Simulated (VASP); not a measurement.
Wanted: the native input for a VASP 6.6.1 run.

* Task: single point
* Functional: PBE-based screened hybrid with 100 % exact exchange
* Potentials or basis: VASP PAW PBE potentials, release 64 (Pb_d, F)
* Cutoff: 520 eV
* k mesh: 4 × 4 × 4
* Occupations: gaussian, width 0.01 eV
* Spin: no spin polarisation
* Dipole correction: no
* Grid for exact exchange (PRECFOCK): Normal
* Share of exact exchange: 1
* Further INCAR settings: ALGO = Normal; EDIFF = 1e-06; NBANDS = 21
* Screening parameter: 0.3 1/Å

The system is PbF2.

```
Pb F
1.0
     0.00000    2.94581    2.94581
     2.94581    0.00000    2.94581
     2.94581    2.94581    0.00000
Pb F
1 2
Cartesian
  0.0000 0.0000 0.0000
  1.4729 1.4729 1.4729
  4.4187 4.4187 4.4187
```

One way to write it, as run:

POSCAR

```
PbF2
1.0
    0.0000000000      2.9458082836      2.9458082836
    2.9458082836      0.0000000000      2.9458082836
    2.9458082836      2.9458082836      0.0000000000
Pb F
1 2
Direct
    0.0000000000      0.0000000000      0.0000000000
    0.2500000000      0.2500000000      0.2500000000
    0.7500000000      0.7500000000      0.7500000000
```

INCAR.step1

```
SYSTEM = PbF2
ALGO = Normal ; EDIFF = 1E-5
ENCUT = 520 ; GGA = PE
ISIF = 2 ; ISMEAR = 0
LASPH = .True. ; LCHARG = .False.
LREAL = .False. ; LWAVE = .True.
NBANDS = 21 ; NELM = 80
PREC = Accurate ; SIGMA = 0.01
```

INCAR.step2

```
SYSTEM = PbF2
AEXX = 1.0 ; AGGAC = 1.0
ALDAC = 1.0 ; ALGO = Normal
EDIFF = 1E-6 ; ENCUT = 520
GGA = PE ; HFSCREEN = 0.3
ISIF = 2 ; ISMEAR = 0
ISTART = 1 ; LASPH = .True.
LCHARG = .False. ; LHFCALC = .True.
LREAL = .False. ; LWAVE = .False.
NBANDS = 21 ; NELM = 80
PREC = Accurate ; PRECFOCK = Normal
SIGMA = 0.01
```

KPOINTS

```
k-points
0
Gamma
  4 4 4
  0 0 0
```

Potentials or basis: VASP PAW PBE potentials, release 64 (Pb_d, F).

Run with:

```console
$ cat potpaw_PBE.64/Pb_d/POTCAR potpaw_PBE.64/F/POTCAR > POTCAR
$ cp INCAR.step1 INCAR
$ mpirun -np 1 vasp_std > vasp.out
$ cp INCAR.step2 INCAR
$ mpirun -np 1 vasp_std > vasp.out
```

It gave:

* Pressure: -1.5 GPa
* Band gap on the k mesh: 8.64 eV (least direct gap 8.73 eV)

Caveat: the k points lie up to 0.46 Å⁻¹ apart; the PAW data sets were made with another functional, which shifts forces and pressure a little; spin-orbit coupling is left out, which moves the levels of the heavy elements.

It took 29 min on 1 thread of Intel(R) Xeon(R) Platinum 8259CL CPU @ 2.50GHz (Skylake/Cascade Lake) (shared host), peak memory 0.29 GiB.
